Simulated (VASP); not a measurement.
Set up this calculation in VASP 6.6.1, as the native input.

```
Task                   : single point
Functional             : PBE
Potentials or basis    : VASP PAW PBE potentials, release 64 (Si, C)
Cutoff                 : 520 eV
k mesh                 : 8 × 8 × 5
Occupations            : fermi-dirac, width 0.05 eV
Spin                   : no spin polarisation
Dipole correction      : no
Further INCAR settings : ALGO = Normal; EDIFF = 1e-06; NBANDS = 13
```

The structure of Si2C lies in POSCAR:

```
Si2C
1.0
    3.3797266700      0.0000000000      0.0000000000
   -1.6898633400      2.9269291600      0.0000000000
    0.0000000000      0.0000000000      4.6533202500
Si C
2 1
Direct
    0.3196890000      0.6565670000      0.7491440000
    0.3383810000      0.6796170000      0.2388180000
   -0.0098540000     -0.0099810000     -0.0082740000
```

One way to write it, as run:

INCAR

```
ALGO     = Normal         # electronic algorithm
EDIFF    = 1E-6           # SCF threshold, eV
ENCUT    = 520            # plane-wave cutoff, eV
GGA      = PE             # functional
ISIF     = 2              # what is computed and relaxed
ISMEAR   = -1             # smearing method
LASPH    = T              # aspherical terms in the spheres
LCHARG   = T              # write CHGCAR
LELF     = T              # ELF
LREAL    = F              # projectors in reciprocal space
LVHAR    = T            
LWAVE    = F              # write WAVECAR
NBANDS   = 13             # bands
NELM     = 80             # most SCF steps
PREC     = Accurate       # precision mode
SIGMA    = 0.05           # smearing width, eV
```

KPOINTS

```
k-points
0
Gamma
  8 8 5
```

Potentials or basis: VASP PAW PBE potentials, release 64 (Si, C).

Command:

```console
$ cat potpaw_PBE.64/Si/POTCAR potpaw_PBE.64/C/POTCAR > POTCAR
$ mpirun -np 1 vasp_std > vasp.out
```

It gave:

| Property | Result |
| --- | --- |
| Pressure | -12.0 GPa |
| Largest force | 1.198 eV/Å |
| Band gap on the k mesh | zero (bands 6 and 7 overlap by 2.95 eV) |

Caveat: the stress differs along the axes, from -24 to 11 GPa; forces of over 1 eV/Å act on the atoms, so gaps and moduli don't describe the material at rest.

Run time: 38 s on 1 thread of Intel(R) Xeon(R) 6975P-C (Granite Rapids), on a shared host, peak memory 0.22 GiB.
